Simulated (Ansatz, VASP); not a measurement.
# One calculation of SrO, two programs

File POSCAR:

```
SrO
1.0
    0.0000000000      2.5542000000      2.5542000000
    2.5542000000      0.0000000000      2.5542000000
    2.5542000000      2.5542000000      0.0000000000
Sr O
1 1
Direct
    0.0000000000      0.0000000000      0.0000000000
    0.5000000000      0.5000000000      0.5000000000
```

INCAR.step1

```
PREC = Accurate
ENCUT = 580
ISMEAR = 0
SIGMA = 0.02
LREAL = False
LASPH = True
NELM = 120
GGA = PE
ALGO = Normal
EDIFF = 1E-5
LWAVE = True
LCHARG = False
GGA_COMPAT = False
IBRION = 2
EDIFFG = -0.01
NELMIN = 4
NSW = 100
```

INCAR.step2

```
PREC = Accurate
ENCUT = 580
EDIFF = 1E-7
ISMEAR = 0
SIGMA = 0.02
LREAL = False
LASPH = True
NELM = 120
ALGO = Normal
ISIF = 2
LWAVE = False
LCHARG = False
METAGGA = R2SCAN
LMIXTAU = True
IBRION = 2
NSW = 60
EDIFFG = -0.002
ISTART = 1
GGA_COMPAT = False
NELMIN = 4
```

File KPOINTS:

```
regular mesh
0
Gamma
  6 6 6
```

Input for Ansatz:

```yaml
crystal:
  lattice:
    - [0.0, 2.5542, 2.5542]
    - [2.5542, 0.0, 2.5542]
    - [2.5542, 2.5542, 0.0]
  atoms:
    - { symbol: Sr, position: [0.0, 0.0, 0.0] }
    - { symbol: O, position: [0.5, 0.5, 0.5] }
basis:
  ecutwfc: 500
kpoints:
  mp_grid: { grid: [6, 6, 6] }
hamiltonian:
  xc: r2scan
  pseudopotentials: { kind: paw, azcp: { folder: soft_1 } }
scf:
  occupations: { method: gaussian, width: 0.02 }
output:
  forces: true
  stress: true
  eigenvalues: true
  write_density: true
  write_potential: true
  elf: true
  volumetric_format: npy
relax:
  adjacent_minimum: "off"
  f_tol: 0.002
  max_steps: 40
```

Change from the starting cell: strained cell.

Alike in both runs: task relaxation of the atoms; functional r2SCAN; k mesh 6 × 6 × 6; occupations gaussian, width 0.02 eV; no spin polarisation.

|  | VASP | Ansatz |
| --- | --- | --- |
| version | VASP 6.6.1 | Ansatz 0.2.0 |
| potentials or method | VASP PAW PBE potentials, release 64 (Sr_sv, O), cutoff 580 eV | scalar-relativistic, plane waves, PAW |
| valence electrons in the cell | 16 | 16 |

Ansatz gave:

| Property | Result |
| --- | --- |
| gap on the k mesh at the Fermi level, each at its own relaxed structure (eV) | 3.79 |

Problem. What did VASP give for the same quantities?

Solution. gap on the k mesh at the Fermi level, each at its own relaxed structure (eV): 3.73.

VASP's potentials were made for PBE, not for r2SCAN. Ansatz's warnings: stress scf threshold loose.

Noted on VASP's run: the relaxation stopped at its first step, so nothing moved.
